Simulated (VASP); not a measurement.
## Ti24O49 (a cell with a defect): single point with PBEsol

Ti24O49 (a cell with a defect):

```
Ti O
1.0
     9.18283    0.00000    0.00000
     0.00000    9.18283    0.00000
     0.00000    0.00000    8.81661
Ti O
24 49
Direct
  0.99792 0.00320 0.99625
  0.99322 0.99383 0.33014
  0.00527 0.00082 0.66215
  0.99454 0.50338 0.00380
  0.00318 0.49653 0.33548
  0.99936 0.50157 0.66726
  0.49412 0.00342 0.99738
  0.50170 0.99472 0.33372
  0.50371 0.00139 0.66750
  0.50085 0.50761 0.99515
  0.49545 0.49887 0.32854
  0.51061 0.50152 0.66237
  0.23830 0.23529 0.18064
  0.25810 0.25110 0.50665
  0.24602 0.25868 0.83396
  0.24732 0.75128 0.16309
  0.25345 0.74750 0.49721
  0.25001 0.75147 0.82880
  0.74469 0.25059 0.16111
  0.75175 0.24885 0.49313
  0.75329 0.25435 0.82720
  0.74397 0.74754 0.16645
  0.75148 0.74730 0.49997
  0.75464 0.75826 0.83274
  0.15658 0.15230 0.99797
  0.14745 0.15268 0.34116
  0.15436 0.15529 0.66875
  0.15262 0.65097 0.99970
  0.15275 0.65106 0.33015
  0.15182 0.65228 0.66525
  0.65171 0.15337 0.99529
  0.65179 0.15116 0.33006
  0.65140 0.15318 0.66673
  0.65291 0.65377 0.99716
  0.65426 0.65169 0.33268
  0.65115 0.65902 0.66356
  0.30489 0.39008 0.02743
  0.34602 0.34601 0.33199
  0.34996 0.35045 0.66529
  0.34786 0.84688 0.99774
  0.34675 0.84909 0.33300
  0.35014 0.84268 0.66380
  0.84759 0.34784 0.99973
  0.84563 0.34773 0.33217
  0.85150 0.34520 0.66039
  0.84878 0.84944 0.99944
  0.84725 0.84812 0.33027
  0.84993 0.84929 0.66536
  0.08772 0.39733 0.16851
  0.09914 0.40419 0.49874
  0.09335 0.40161 0.82920
  0.09950 0.90437 0.16618
  0.09865 0.90281 0.49904
  0.09897 0.90192 0.83229
  0.59654 0.40268 0.16527
  0.59890 0.40218 0.49800
  0.61785 0.41661 0.82215
  0.59662 0.90247 0.16290
  0.59929 0.90213 0.49551
  0.59992 0.90316 0.83335
  0.39829 0.09689 0.16628
  0.40267 0.09789 0.49815
  0.39592 0.08447 0.82465
  0.40999 0.60753 0.16926
  0.40307 0.59781 0.49631
  0.40254 0.59471 0.83181
  0.90345 0.09873 0.16516
  0.90135 0.09575 0.49982
  0.90542 0.09971 0.83229
  0.90122 0.59998 0.16461
  0.90100 0.59859 0.49849
  0.90074 0.59854 0.83185
  0.41878 0.30864 0.95570
```

```
Program                : VASP 6.6.1
Task                   : single point
Functional             : PBEsol
Potentials or basis    : VASP PAW PBE potentials, release 64 (Ti_sv, O)
Cutoff                 : 520 eV
k mesh                 : 1 × 1 × 1, shifted
Occupations            : fermi-dirac, width 0.05 eV
Spin                   : no spin polarisation
Dipole correction      : no
Further INCAR settings : LREAL = Auto; ALGO = Normal; EDIFF = 1e-06; NBANDS = 333; ISYM = 0
```

The pressure is 2.5 GPa. The largest force is 0.377 eV/Å. The band gap on the k mesh is 2.18 eV.

Forces in eV/Å, atoms in the order of the input:
```
Ti   0.022 -0.005  0.028
Ti   0.026  0.012  0.046
Ti  -0.025  0.013  0.023
Ti   0.041 -0.027 -0.042
Ti  -0.019  0.027 -0.046
Ti  -0.019  0.001 -0.028
Ti   0.008  0.003  0.005
Ti  -0.006  0.026 -0.057
Ti  -0.005 -0.022 -0.071
Ti   0.079  0.026  0.018
Ti  -0.010  0.007  0.044
Ti  -0.016  0.027 -0.017
Ti   0.008  0.006 -0.071
Ti  -0.006  0.023 -0.055
Ti  -0.032 -0.038 -0.043
Ti   0.010  0.009  0.043
Ti  -0.006  0.016  0.004
Ti  -0.017 -0.014  0.018
Ti   0.008 -0.007  0.040
Ti   0.004 -0.006  0.028
Ti   0.043  0.011  0.025
Ti   0.014 -0.009 -0.012
Ti   0.016 -0.006 -0.040
Ti   0.016 -0.019 -0.031
O   -0.006 -0.028  0.000
O   -0.052 -0.031  0.046
O   -0.016 -0.021  0.016
O   -0.024 -0.034 -0.009
O   -0.025 -0.018 -0.005
O   -0.021 -0.024  0.007
O   -0.027 -0.046 -0.019
O   -0.020 -0.011 -0.010
O   -0.025 -0.009  0.009
O   -0.019 -0.015 -0.001
O   -0.010 -0.023  0.005
O   -0.039 -0.011  0.021
O   -0.265  0.198  0.160
O    0.034  0.021  0.003
O    0.032  0.033  0.022
O    0.027  0.018 -0.005
O   -0.002  0.017 -0.013
O    0.039  0.030 -0.004
O    0.019  0.016 -0.019
O    0.011  0.026 -0.018
O    0.022  0.013 -0.010
O    0.028  0.017  0.018
O   -0.005  0.019 -0.003
O    0.030  0.014  0.002
O   -0.004 -0.019  0.005
O    0.033 -0.028  0.058
O   -0.003  0.004  0.032
O   -0.003 -0.009 -0.030
O    0.015 -0.034 -0.027
O    0.014  0.005 -0.014
O    0.017 -0.001 -0.030
O    0.008 -0.007 -0.029
O   -0.029 -0.030  0.019
O    0.010 -0.009  0.016
O    0.017 -0.021  0.049
O    0.002  0.001  0.022
O    0.006 -0.022  0.037
O    0.010  0.002  0.045
O   -0.049  0.053  0.021
O   -0.019  0.021 -0.025
O   -0.004 -0.005  0.005
O   -0.018  0.030 -0.042
O   -0.026  0.023 -0.020
O   -0.018  0.010 -0.020
O   -0.035  0.010 -0.039
O   -0.023  0.015  0.046
O    0.000 -0.002  0.028
O   -0.010  0.017  0.018
O    0.290 -0.208 -0.123
```

Stress tensor (GPa, compression positive):
```
 2.21  0.27 -0.61
 0.27  2.07  0.04
-0.61  0.04  3.24
```

Levels at points of the mesh, in eV from the valence-band top:
```tsv
k point	band 287	band 288	band 289	band 290	band 291	band 292	band 293	band 294	band 295	band 296
(0.25, 0.25, 0.25)	-0.44	-0.41	-0.33	-0.12	0.00	2.19	2.24	2.25	2.29	2.37
```

Wall time 110 min on 1 thread of AMD EPYC 7571, on a shared host, peak memory 1 GiB.

Caveat: the PAW data sets were made with another functional, which shifts forces and pressure a little.
